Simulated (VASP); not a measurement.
**Sr: single point with PBEsol**

Crystal: Sr.

```
CELL_PARAMETERS angstrom
7.06595 0.00000 0.00000
-3.53298 6.11929 0.00000
0.00000 0.00000 3.81663
ATOMIC_POSITIONS crystal
Sr 0.00000 0.66578 0.00000
Sr 0.33422 0.33422 0.00000
Sr 0.66578 0.00000 0.00000
```

This isn't the form of Sr at room conditions, which is fcc.

| Quantity | Value |
| --- | --- |
| Program | VASP 6.6.1 |
| Task | single point |
| Functional | PBEsol |
| Potentials or basis | VASP PAW PBE potentials, release 64 (Sr_sv) |
| Cutoff | 520 eV |
| k mesh | 2 × 2 × 4 |
| Occupations | fermi-dirac, width 0.01 eV |
| Spin | no spin polarisation |

```yaml
Pressure: -1.0 GPa
Largest_force: 0.008 eV/Å
Band_gap_on_the_k_mesh: zero (bands 15 and 16 overlap by 0.55 eV)
```

Forces on the atoms (eV/Å):
```
Sr  -0.004  0.007  0.000
Sr  -0.004 -0.007  0.000
Sr   0.008  0.000  0.000
```

Stress tensor (GPa, compression positive):
```
-1.52  0.00  0.00
 0.00 -1.52  0.00
 0.00  0.00 -0.05
```

Levels at points of the mesh, in eV from the Fermi level:
```
           k point  band 10  band 11  band 12  band 13  band 14  band 15  band 16  band 17  band 18  band 19
(0.00, 0.00, 0.00)   -18.46   -18.43   -18.43    -3.53     0.13     0.13     0.13     0.14     0.28     0.28
(0.50, 0.00, 0.00)   -18.45   -18.45   -18.44    -2.31    -2.30    -1.05     0.13     0.95     0.97     1.00
(0.00, 0.00, 0.50)   -18.62   -18.47   -18.47    -1.36    -0.19     0.48     0.49     0.49     0.50     1.71
(0.50, 0.00, 0.50)   -18.52   -18.51   -18.51    -0.33    -0.26    -0.26     0.01     0.02     0.50     1.84
```

Wall time 29 s on 1 thread of AMD EPYC 7R13, with other jobs on the host, peak memory 0.22 GiB.

Caveat: the k points lie up to 0.51 Å⁻¹ apart, too coarse for converged energies and pressures of a metal; the PAW data sets were made with another functional, which shifts forces and pressure a little.
